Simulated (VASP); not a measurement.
Input of a VASP 6.6.1 run:

File INCAR:

```
SYSTEM = MgS
PREC = Accurate
ENCUT = 520
EDIFF = 1E-7
ISMEAR = 0
SIGMA = 0.05
LREAL = .FALSE.
LASPH = .TRUE.
NELM = 60
ALGO = Normal
ISIF = 2
LWAVE = .FALSE.
LCHARG = .FALSE.
GGA = PS
NBANDS = 11
```

File KPOINTS:

```
regular mesh
0
G
  8 8 8
  0 0 0
```

Contents of POSCAR:

```
MgS
1.0
    0.0000000000      2.6016500000      2.6016500000
    2.6016500000      0.0000000000      2.6016500000
    2.6016500000      2.6016500000      0.0000000000
Mg S
1 1
Direct
    0.1358958317      0.0000000000      0.0000000000
    0.5000000000      0.5000000000      0.5000000000
```

Potentials or basis: VASP PAW PBE potentials, release 64 (Mg, S).

Command:

```bash
$ cat potpaw_PBE.64/Mg/POTCAR potpaw_PBE.64/S/POTCAR > POTCAR
$ mpirun -np 1 vasp_std > vasp.out
```

(1) Predict the pressure.

(2) Estimate the largest force.

(3) Estimate the band gap on the k mesh.

## Answers

(1) 7.1 GPa.

(2) 1.858 eV/Å.

(3) 2.76 eV, indirect (least direct gap 3.53 eV).

Caveat: the cell differs from its parent crystal (all Mg atoms moved -0.500 Å, as atom 1 towards its neighbour atom 1 (Mg) at 3.679 Å); the PAW data sets were made with another functional, which shifts forces and pressure a little.
